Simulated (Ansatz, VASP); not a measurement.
# One calculation of MgO, two programs

```
Mg O
1.0
     3.42485    0.00000    0.00000
    -1.71243    2.96601    0.00000
     0.00000    0.00000    4.36772
Mg O
2 2
Direct
  0.66667 0.33333 0.75000
  0.33333 0.66667 0.25000
  0.66667 0.33333 0.25000
  0.33333 0.66667 0.75000
```

Alike in both runs: task single point; functional PBEsol; k mesh 9 × 9 × 6; occupations gaussian, width 0.05 eV; no spin polarisation.

|  | VASP | Ansatz |
| --- | --- | --- |
| version | VASP 6.6.1 | Ansatz 0.2.0 |
| potentials or method | VASP PAW PBE potentials, release 64 (Mg, O), cutoff 520 eV | scalar-relativistic, plane waves, PAW |
| valence electrons in the cell | 16 | 32 |

```csv
,VASP,Ansatz,Ansatz less VASP
gap on the k mesh at the Fermi level (eV),3.20,3.21,+0.009
least direct gap on the mesh (eV),3.20,3.21,+0.009
pressure (GPa),0.2,0.6,+0.38
"traceless stress, the component that is largest in VASP (GPa)",-6.44,-6.31,+0.125
```

VASP's potentials were made for PBE, not for PBEsol, and Ansatz warns of the same on its side. VASP's potentials hold 16 valence electrons a cell and Ansatz's 32, so a difference there can come from the potentials and not from the codes.
